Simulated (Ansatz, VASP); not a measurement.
**Two plane-wave programs on B**

```
B
1.0
     4.01160    0.00000    0.00000
     0.00000    4.01160    0.00000
     0.00000    0.00000    1.85843
B
4
Cartesian
  1.2334 0.0000 1.3938
  2.7782 0.0000 0.4646
  0.0000 1.2334 0.0000
  0.0000 2.7782 0.9292
```

Alike in both runs: task relaxation of cell and atoms; functional PBE; k mesh 12 × 12 × 24; occupations gaussian, width 0.1 eV; no spin polarisation.

|  | VASP | Ansatz |
| --- | --- | --- |
| version | VASP 6.6.1 | Ansatz 0.2.0 |
| potentials or method | VASP PAW PBE potentials, release 64 (B), cutoff 600 eV | scalar-relativistic, plane waves, PAW |
| valence electrons in the cell | 12 | 12 |

Ansatz gave:

```
gap on the k mesh at the Fermi level, each at its own relaxed structure (eV) : none
relaxed volume (Å³/atom)                                                     : 7.49
relaxed cell length with the largest relative difference (Å)                 : 1.861
```

**Question.** Estimate VASP's values.

**Answer.** gap on the k mesh at the Fermi level, each at its own relaxed structure (eV): none; relaxed volume (Å³/atom): 7.48; relaxed cell length with the largest relative difference (Å): 1.860.

A gap of «none» marks a metal or a gap that the smearing closes.
